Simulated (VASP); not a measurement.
A run of VASP 6.6.1 is set up as follows.

Contents of INCAR:

```
SYSTEM = V
PREC = Accurate ; ENCUT = 520
EDIFF = 1E-6 ; ISMEAR = -1
SIGMA = 0.1 ; LREAL = .False.
LASPH = .True. ; NELM = 80
ALGO = Normal ; ISIF = 2
LWAVE = .False. ; LCHARG = .False.
GGA = PE ; NBANDS = 12
```

File KPOINTS:

```
regular mesh
0
Gamma
  18 18 18
  0 0 0
```

The input POSCAR:

```
V
1.0
    2.1264406247      0.0000000000      0.0000000000
    0.0000000000      2.1264406247      0.0000000000
    0.0000000000      0.0000000000      2.1264406247
V
1
Direct
    0.0000000000      0.0000000000      0.0000000000
```

Potentials or basis: VASP PAW PBE potentials, release 64 (V_sv).

Command:

```bash
$ cat potpaw_PBE.64/V_sv/POTCAR > POTCAR
$ mpirun -np 1 vasp_std > vasp.out
```

(1) Estimate the pressure.

(2) Predict the band gap on the k mesh.

Results:

(1) 134.3 GPa.

(2) zero (an odd number of electrons rules out a gap without spin polarisation).

Caveat: the cell stands under pressure.
